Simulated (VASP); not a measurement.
# MgO (de600) (Fm-3m) in VASP: notebook

The runs below take MgO (de600) through single point, with LDA.

Everything below comes from runs of VASP 6.6.1. Logs are shortened: lines on timing, memory, paths and dates and some standing lists are left out, and cuts for length are marked.

**Measured values to compare with.**

“Electronic structure of alkaline earth and post-transition metal oxides”, 2009, arxiv:0908.1581 quotes, for a bulk crystal of MgO: band gap 7.83 eV.

How close the calculation comes is told below.

## 1. The cell of the first run

The structure is cubic, space group Fm-3m (No. 225). Conventional cell: a = 4.249 Å, b = 4.249 Å, c = 4.249 Å, α = 90.00°, β = 90.00°, γ = 90.00°. Mg (site symmetry m-3m) has 6 O at 2.12 Å within 2.8 Å. Within 2.8 Å of O (site symmetry m-3m) lie 6 Mg at 2.12 Å.

## 2. Single point, LDA

Input file INCAR:

```
  ALGO = Normal
  EDIFF = 1E-7
  ENCUT = 520
  GGA = CA
  ISIF = 2
  ISMEAR = 0
  LASPH = T
  LCHARG = T
  LELF = T
  LREAL = F
  LVHAR = T
  LWAVE = F
  NBANDS = 11
  NELM = 100
  PREC = Accurate
  SIGMA = 0.1
```

Input file KPOINTS:

```
k-points
0
Gamma
  8 8 8
```

Input file POSCAR:

```
MgO
1.0
    0.0000000000      2.1245000000      2.1245000000
    2.1245000000      0.0000000000      2.1245000000
    2.1245000000      2.1245000000      0.0000000000
Mg O
1 1
Direct
    0.0000000000      0.0000000000      0.0000000000
    0.5000000000      0.5000000000      0.5000000000
```

Potentials or basis: VASP PAW LDA potentials, release 64 (Mg, O).

The run is started by

```bash
$ cat potpaw_LDA.64/Mg/POTCAR potpaw_LDA.64/O/POTCAR > POTCAR
$ mpirun -np 1 vasp_std > vasp.out
```

OUTCAR:

```text
EDIFF = 1E-7
   ENCUT = 520
   GGA = CA
   ISIF = 2
   ISMEAR = 0
   LASPH = T
   LREAL = F
   NELM = 100
   PREC = Accurate

 ion  position               nearest neighbor table
   1  0.000  0.000  0.000-   2 2.12   2 2.12   2 2.12   2 2.12   2 2.12   2 2.12
   2  0.500  0.500  0.500-   1 2.12   1 2.12   1 2.12   1 2.12   1 2.12   1 2.12

  LATTYP: Found a face centered cubic cell.
 ALAT       =     4.2490000000

  Lattice vectors:

 A1 = (   0.0000000000,   2.1245000000,   2.1245000000)
 A2 = (   2.1245000000,   0.0000000000,   2.1245000000)
 A3 = (   2.1245000000,   2.1245000000,   0.0000000000)

Analysis of symmetry for initial positions (statically):
=====================================================================
 Subroutine PRICEL returns:
 Original cell was already a primitive cell.

 Routine SETGRP: Setting up the symmetry group for a
 face centered cubic supercell.

 Subroutine GETGRP returns: Found 48 space group operations
 (whereof 48 operations were pure point group operations)
 out of a pool of 48 trial point group operations.

The static configuration has the point symmetry O_h .

Analysis of symmetry for dynamics (positions and initial velocities):
=====================================================================
 Subroutine PRICEL returns:
 Original cell was already a primitive cell.

 Routine SETGRP: Setting up the symmetry group for a
 face centered cubic supercell.

 Subroutine GETGRP returns: Found 48 space group operations
 (whereof 48 operations were pure point group operations)
 out of a pool of 48 trial point group operations.

The dynamic configuration has the point symmetry O_h .

 Subroutine INISYM returns: Found 48 space group operations
 (whereof 48 operations are pure point group operations),
 and found     1 'primitive' translations

----------------------------------------------------------------------------------------

                                     Primitive cell

  volume of cell :      19.1779

  direct lattice vectors                    reciprocal lattice vectors
     0.000000000  2.124500000  2.124500000    -0.235349494  0.235349494  0.235349494
     2.124500000  0.000000000  2.124500000     0.235349494 -0.235349494  0.235349494
     2.124500000  2.124500000  0.000000000     0.235349494  0.235349494 -0.235349494

  length of vectors
     3.004496713  3.004496713  3.004496713     0.407637281  0.407637281  0.407637281

  position of ions in fractional coordinates (direct lattice)
[... 82 lines left out ...]
   NSW    =      0    number of steps for IOM
   IBRION =     -1    ionic relax: 0-MD 1-quasi-New 2-CG
   NFREE  =      0    steps in history (QN), initial steepest desc. (CG)
   ISIF   =      2    stress and relaxation
   ISYM   =      2    0-nonsym 1-usesym 2-fastsym
   POTIM  = 0.5000    time-step for ionic-motion
   TEBEG  =    0.0;   TEEND  =   0.0 temperature during run
   PSTRESS=    0.0 pullay stress
   NELECT =       8.0000    total number of electrons
   NUPDOWN=      -1.0000    fix difference up-down
   EMIN   =  10.00;   EMAX   =-10.00  energy-range for DOS
   EFERMI =   0.00;   METHOD = LEGACY
   ISMEAR =     0;   SIGMA  =   0.10  broadening in eV -4-tet -1-fermi 0-gaus
   EFERMI_NEDOS =   21; number of points for ismear=-14 and -15
   IALGO  =     38    algorithm
   IMIX   =      4    mixing-type and parameters
     AMIX     =   0.40;   BMIX     =  1.00
     AMIX_MAG =   1.60;   BMIX_MAG =  1.00
  volume/ion in A,a.u.               =       9.59        64.71
  Fermi-wavevector in a.u.,A,eV,Ry     =   1.223221  2.311552 20.357968  1.496268
  Thomas-Fermi vector in A             =   2.358339
   LORBIT       =      0    0 simple, 1 ext, 2 COOP (PROOUT), +10 PAW based schemes
   GGA     = CA    functional components
   LHFCALC =     F    Hartree Fock is set to
   AEXX    =    0.0000 exact exchange contribution
   IVDW    =     0    specifies the selected vdW correction
   LEPSILON=     F    determine dielectric tensor
   LRPA    =     F    only Hartree local field effects (RPA)
 non-spin polarized calculation
 Gauss-broadening in eV      SIGMA  =   0.10
  energy-cutoff  :      520.00
  volume of cell :       19.18
 maximum number of plane-waves:       534
 NGX is ok and might be reduce to    24
   NGX = 11   NGY = 11   NGZ = 11

 number of electron       8.0000004 magnetization

 Free energy of the ion-electron system (eV)
  ---------------------------------------------------
  ext. energy  EPLUGINS =         0.00000000
  ---------------------------------------------------
  free energy    TOTEN  =       -13.39574795 eV

  energy without entropy =      -13.39574795  energy(sigma->0) =      -13.39574795

 E-fermi :   3.1225     XC(G=0): -11.4661

 val. band max:        2.6846574421   @ k =   0.0000   0.0000   0.0000
 cond. band min:       7.0900635096   @ k =   0.0000   0.0000   0.0000
 fundamental gap:      4.4054060675
 Fermi energy:         3.1224768406

 k-point     1 :       0.0000    0.0000    0.0000
  band No.  band energies     occupation
      1     -14.1825      2.00000
      2       2.6847      2.00000
      3       2.6847      2.00000
      4       2.6847      2.00000
      5       7.0901      0.00000
      6      18.0673      0.00000
      7      18.0673      0.00000
      8      18.0673      0.00000
      9      22.0241      0.00000
     10      23.6350      0.00000
     11      23.6350      0.00000
[... 309 lines left out ...]
 k-point    24 :      -0.3750    0.2500    0.1250
  band No.  band energies     occupation
      1     -12.7453      2.00000
      2      -1.2874      2.00000
      3       0.7708      2.00000
      4       1.7134      2.00000
      5      12.0031      0.00000
      6      14.4296      0.00000
      7      15.6106      0.00000
      8      18.9549      0.00000
      9      22.6341      0.00000
     10      24.0778      0.00000
     11      28.0600      0.00000

 [... further k-points ...]
[... 5 lines left out ...]
  --------------------------------------------------------------------------------------
  -------------------------------------------------------------------------------------
  Total       -1.3592168     -1.3592168     -1.3592168      0.0000000     -0.0000000      0.0000000
  in kB     -113.5531318   -113.5531318   -113.5531318      0.0000000     -0.0000000      0.0000000
  external PRESSURE =    -113.5531318 kB  Pullay stress =       0.0000000 kB

 VOLUME and BASIS-vectors are now :
 -----------------------------------------------------------------------------
  energy-cutoff  :      520.00
  volume of cell :       19.18
      direct lattice vectors                 reciprocal lattice vectors
     0.000000000  2.124500000  2.124500000    -0.235349494  0.235349494  0.235349494
     2.124500000  0.000000000  2.124500000     0.235349494 -0.235349494  0.235349494
     2.124500000  2.124500000  0.000000000     0.235349494  0.235349494 -0.235349494

 POSITION                                       TOTAL-FORCE (eV/Angst)
 -----------------------------------------------------------------------------------
      0.00000      0.00000      0.00000         0.000000      0.000000      0.000000
      2.12450      2.12450      2.12450        -0.000000     -0.000000      0.000000
 -----------------------------------------------------------------------------------
    total drift:                               -0.000000     -0.000000      0.000000

  FREE ENERGIE OF THE ION-ELECTRON SYSTEM (eV)
  ---------------------------------------------------
  free  energy   TOTEN  =       -13.3957479541 eV

  energy  without entropy=      -13.3957479541  energy(sigma->0) =      -13.39574795
```

OSZICAR:

```text
N       E                     dE             d eps       ncg     rms          rms(c)
DAV:   1     0.137274630573E+02    0.13727E+02   -0.45843E+03   694   0.639E+02
DAV:   2    -0.143284947456E+02   -0.28056E+02   -0.27428E+02   724   0.138E+02
DAV:   3    -0.149592934462E+02   -0.63080E+00   -0.63051E+00   769   0.177E+01
DAV:   4    -0.149608089847E+02   -0.15155E-02   -0.15155E-02   692   0.977E-01
DAV:   5    -0.149608134075E+02   -0.44228E-05   -0.44228E-05   746   0.505E-02    0.701E+00
DAV:   6    -0.134623590205E+02    0.14985E+01   -0.89917E+00   662   0.160E+01    0.230E+00
DAV:   7    -0.134208729406E+02    0.41486E-01   -0.76723E-02   698   0.233E+00    0.130E+00
DAV:   8    -0.133963259332E+02    0.24547E-01   -0.35205E-02   665   0.187E+00    0.245E-01
DAV:   9    -0.133959183145E+02    0.40762E-03   -0.44996E-04   719   0.158E-01    0.145E-01
DAV:  10    -0.133957484970E+02    0.16982E-03   -0.41631E-04   680   0.171E-01    0.610E-03
DAV:  11    -0.133957479314E+02    0.56561E-06   -0.46330E-06   704   0.118E-02    0.256E-03
DAV:  12    -0.133957479541E+02   -0.22725E-07   -0.61067E-08   591   0.196E-03
   1 F= -.13395748E+02 E0= -.13395748E+02  d E =-.156528E-11
```

Run time: 7.7 s. Hardware: 1 thread of Intel Xeon Platinum 8259CL at 2.50GHz (Skylake/Cascade Lake), shared host; peak memory 0.13 GiB.

What came out:

| Quantity | Value |
| --- | --- |
| Free energy | -13.3957 eV |
| Pressure | -11.4 GPa |
| Band gap on the k mesh | 4.41 eV, direct |

Levels at points of the mesh, in eV from the valence-band top:
| k point | band 1 | band 2 | band 3 | band 4 | band 5 | band 6 | band 7 | band 8 |
| --- | --- | --- | --- | --- | --- | --- | --- | --- |
| (0.00, 0.00, 0.00) | -16.87 | 0.00 | 0.00 | 0.00 | 4.41 | 15.38 | 15.38 | 15.38 |
| (0.50, 0.00, 0.00) | -15.58 | -4.58 | -0.64 | -0.64 | 7.57 | 12.11 | 15.73 | 15.73 |
| (0.50, 0.50, 0.00) | -15.32 | -4.05 | -1.34 | -1.34 | 8.86 | 9.42 | 12.62 | 18.24 |

## 3. Single point, LDA

This run uses another cell than the first one, of 9.01 Å³/atom, 0.939 times its volume.

Input file INCAR:

```
PREC = Accurate
ENCUT = 520
EDIFF = 1E-6
ISMEAR = 0
SIGMA = 0.1
LREAL = False
LASPH = True
NELM = 80
ALGO = Normal
ISIF = 2
LWAVE = False
LCHARG = False
GGA = CA
NBANDS = 11
```

Input file KPOINTS:

```
Automatic mesh
0
Gamma
  8 8 8
```

Input file POSCAR:

```
MgO
1.0
    0.0000000000      2.0805909298      2.0805909298
    2.0805909298      0.0000000000      2.0805909298
    2.0805909298      2.0805909298      0.0000000000
Mg O
1 1
Direct
    0.0000000000      0.0000000000      0.0000000000
    0.5000000000      0.5000000000      0.5000000000
```

Potentials or basis: VASP PAW LDA potentials, release 64 (Mg, O).

The run is started by

```bash
$ cat potpaw_LDA.64/Mg/POTCAR potpaw_LDA.64/O/POTCAR > POTCAR
$ mpirun -np 1 vasp_std > vasp.out
```

Run time: 6.3 s. Hardware: 1 thread of Intel Xeon Platinum 8259CL at 2.50GHz (Skylake/Cascade Lake), shared host; peak memory 0.13 GiB.

The run converged. Its results:

| Quantity | Value |
| --- | --- |
| Free energy | -13.4445 eV |
| Pressure | -1.9 GPa |
| Band gap on the k mesh | 5.02 eV, direct |

Levels at points of the mesh, in eV from the valence-band top:
| k point | band 2 | band 3 | band 4 | band 5 | band 6 | band 7 |
| --- | --- | --- | --- | --- | --- | --- |
| (0.00, 0.00, 0.00) | 0.00 | 0.00 | 0.00 | 5.02 | 15.72 | 15.72 |
| (0.50, 0.00, 0.00) | -4.86 | -0.71 | -0.71 | 7.96 | 12.81 | 16.37 |
| (0.50, 0.50, 0.00) | -4.31 | -1.42 | -1.42 | 8.92 | 10.10 | 13.28 |

## 4. Single point, LDA

This run uses another cell than the first one, of 9.00 Å³/atom, 0.939 times its volume.

Input file INCAR:

```
SYSTEM = MgO
PREC     = Accurate       ! precision mode
ENCUT    = 520            ! plane-wave cutoff, eV
EDIFF    = 1E-7           ! SCF threshold, eV
ISMEAR   = 0              ! smearing method
SIGMA    = 0.02           ! smearing width, eV
LREAL    = .FALSE.        ! projectors in reciprocal space
LASPH    = .TRUE.         ! aspherical terms in the spheres
NELM     = 60             ! most SCF steps
ALGO     = Normal         ! electronic algorithm
ISIF     = 2              ! what is computed and relaxed
LWAVE    = .FALSE.        ! write WAVECAR
LCHARG   = .FALSE.        ! write CHGCAR
GGA      = CA             ! functional
NBANDS   = 11             ! bands
```

Input file KPOINTS:

```
Automatic mesh
0
G
  8 8 8
  0 0 0
```

Input file POSCAR:

```
MgO
1.0
    0.0000000000      2.0804427289      2.0804427289
    2.0804427289      0.0000000000      2.0804427289
    2.0804427289      2.0804427289      0.0000000000
Mg O
1 1
Direct
    0.0000000000      0.0000000000      0.0000000000
    0.5000000000      0.5000000000      0.5000000000
```

The run is started by

```bash
$ cat potpaw_LDA.64/Mg/POTCAR potpaw_LDA.64/O/POTCAR > POTCAR
$ mpirun -np 1 vasp_std > vasp.out
```

Run time: 6.4 s. Hardware: 1 thread of Intel Xeon Platinum 8259CL at 2.50GHz (Skylake/Cascade Lake), shared host; peak memory 0.13 GiB.

It converged, with:

```yaml
Free_energy: -13.4445 eV
Pressure: -1.9 GPa
Band_gap_on_the_k_mesh: 5.02 eV, direct
```

Levels at points of the mesh, in eV from the valence-band top:
```csv
k point,band 1,band 2,band 3,band 4,band 5,band 6,band 7,band 8,band 9
"(0.00, 0.00, 0.00)",-17.20,0.00,0.00,0.00,5.02,15.72,15.72,15.72,19.85
"(0.50, 0.00, 0.00)",-15.75,-4.86,-0.71,-0.71,7.96,12.82,16.37,16.37,21.11
"(0.50, 0.50, 0.00)",-15.46,-4.31,-1.43,-1.43,8.92,10.10,13.28,19.19,19.19
```

## 5. Summary

```csv
cell,smearing,gap on the mesh (eV),pressure (GPa)
"a = 3.004 Å, angles 60.0°, 2 atoms",gaussian 0.1 eV,4.41,-11.4
"a = 2.942 Å, angles 60.0°, 2 atoms",gaussian 0.1 eV,5.02,-1.9
"a = 2.942 Å, angles 60.0°, 2 atoms",gaussian 0.02 eV,5.02,-1.9
```

Alike in all rows: task single point; level LDA; potentials or basis VASP PAW LDA potentials, release 64 (Mg, O); no spin polarisation; k mesh 8 × 8 × 8; cutoff (eV) 520.

Absolute energies hang on the potentials; compare differences alone.

## 6. How close it comes

Step 3. A measured gap of MgO is 7.83 eV (quoted in “Electronic structure of alkaline earth and post-transition metal oxides”, 2009, arxiv:0908.1581); the calculated 5.02 eV misses it by -2.81 eV. The value is that of LDA, without temperature or zero-point motion. Semilocal functionals fall short of measured gaps as a rule.

Step 4. Against the measured gap of MgO, 7.83 eV (quoted in “Electronic structure of alkaline earth and post-transition metal oxides”, 2009, arxiv:0908.1581), the calculated 5.02 eV is off by -2.81 eV. The value is that of LDA, without temperature or zero-point motion. Semilocal functionals fall short of measured gaps as a rule.
